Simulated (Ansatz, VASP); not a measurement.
**Two plane-wave programs on Be**

```
CELL_PARAMETERS angstrom
2.22880 0.00000 0.00000
1.11440 1.93020 0.00000
0.00000 0.00000 24.77383
ATOMIC_POSITIONS crystal
Be 0.66667 0.66667 0.31904
Be 0.00000 0.00000 0.39216
Be 0.66667 0.66667 0.46406
Be 0.00000 0.00000 0.53594
Be 0.66667 0.66667 0.60784
Be 0.00000 0.00000 0.68096
```

Alike in both runs: functional LDA; k mesh 17 × 17 × 1; no spin polarisation.

Ansatz relaxed the structure, and its values are those at the end. VASP's run is a single point on that final structure, the one shown.

|  | VASP | Ansatz |
| --- | --- | --- |
| version | VASP 6.6.1 | Ansatz 0.2.0 |
| potentials or method | VASP PAW LDA potentials, release 64 (Be) | plane-wave PAW, scalar-relativistic |
| plane-wave cutoff (eV) | 520 | 420 |
| occupations | methfessel-paxton of order 1, width 0.1 eV | cold, width 0.1 eV |
| valence electrons in the cell | 12 | 12 |

|  | VASP | Ansatz | Ansatz less VASP |
| --- | --- | --- | --- |
| rms of the force components (eV/Å) | 0.006 | 0.001 | -0.0049 |
| work function, face that differs most (eV) | 5.60 | 5.65 | +0.048 |

Ansatz warns that its potentials were made for another functional, while VASP's fit it. LDA's correlation is that of Perdew and Zunger in VASP and of Perdew and Wang (1992) in Ansatz.
